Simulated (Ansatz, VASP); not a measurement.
Two plane-wave programs on GaB2

```
Ga B
1.0
     3.07006    0.00000    0.00000
    -1.53503    2.65875    0.00000
     0.00000    0.00000    7.79374
Ga B
2 4
Direct
  0.33333 0.66667 0.25000
  0.66667 0.33333 0.75000
  0.33333 0.66667 0.51418
  0.66667 0.33333 0.01418
  0.33333 0.66667 0.98582
  0.66667 0.33333 0.48582
```

Alike in both runs: task relaxation of cell and atoms; functional PBE; k mesh 12 × 12 × 6; occupations gaussian, width 0.1 eV; no spin polarisation.

```csv
,VASP,Ansatz
version,VASP 6.6.1,Ansatz 0.2.0
potentials or method,"VASP PAW PBE potentials, release 64 (Ga_d, B), cutoff 600 eV","scalar-relativistic, plane waves, PAW"
valence electrons in the cell,38,38
```

Ansatz gave:

| Quantity | Value |
| --- | --- |
| gap on the k mesh at the Fermi level, each at its own relaxed structure (eV) | none |
| relaxed volume (Å³/atom) | 11.13 |
| relaxed cell length with the largest relative difference (Å) | 8.528 |

**Question.** Which values does VASP return?

**Answer.** gap on the k mesh at the Fermi level, each at its own relaxed structure (eV): none; relaxed volume (Å³/atom): 11.13; relaxed cell length with the largest relative difference (Å): 8.535.

A gap of «none» marks a metal or a gap that the smearing closes.
